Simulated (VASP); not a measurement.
# GaN: relaxation of cell and atoms with PBE

Crystal: GaN.

```
Ga N
1.0
     0.00000    2.27424    2.27424
     2.27424    0.00000    2.27424
     2.27424    2.27424    0.00000
Ga N
1 1
Direct
  0.00000 0.00000 0.00000
  0.75000 0.75000 0.75000
```

```
Program                : VASP 6.6.1
Task                   : relaxation of cell and atoms
Functional             : PBE
Potentials or basis    : VASP PAW PBE potentials, release 64 (Ga_d, N)
Cutoff                 : 600 eV
k mesh                 : 10 × 10 × 10
Occupations            : gaussian, width 0.01 eV
Spin                   : no spin polarisation
Dipole correction      : no
Further INCAR settings : ALGO = Normal; EDIFF = 1e-06; IBRION = 2; EDIFFG = -0.001; NSW = 80; ISIF = 3
```

```json
{
 "Relaxed volume": "11.76 Å³/atom",
 "Relaxed cell": "a = 3.216 Å, b = 3.216 Å, c = 3.216 Å, α = 60.00°, β = 60.00°, γ = 60.00°",
 "Space group after relaxing (to 0.05 Å)": "F-43m (No. 216)",
 "Energy gained by relaxing": "0.0 meV/atom",
 "Ionic steps": "7",
 "Pressure after relaxing": "0.0 GPa",
 "Band gap on the k mesh": "1.55 eV, direct"
}
```

Final structure:
```cif
data_structure
_symmetry_space_group_name_H-M 'P 1'
_symmetry_Int_Tables_number 1
_cell_length_a 3.2159
_cell_length_b 3.2159
_cell_length_c 3.2159
_cell_angle_alpha 60.000
_cell_angle_beta 60.000
_cell_angle_gamma 60.000
_cell_volume 23.52
loop_
_atom_site_label
_atom_site_type_symbol
_atom_site_fract_x
_atom_site_fract_y
_atom_site_fract_z
_atom_site_occupancy
Ga1 Ga 0.00000 0.00000 0.00000 1
N1 N 0.75000 0.75000 0.75000 1
```

Levels at points of the mesh, in eV from the valence-band top:
```csv
k point,band 7,band 8,band 9,band 10,band 11,band 12
"(0.00, 0.00, 0.00)",0.00,0.00,0.00,1.55,10.13,10.13
"(0.50, 0.00, 0.00)",-6.86,-0.93,-0.93,4.45,8.59,10.22
"(0.50, 0.50, 0.00)",-6.01,-2.61,-2.61,3.34,6.50,11.52
```

Run time: 29 s on 1 thread of Intel(R) Xeon(R) Platinum 8488C (Sapphire Rapids), on a shared host, peak memory 0.17 GiB.

A hybrid or GW would open this gap; PBE tends to underestimate it.
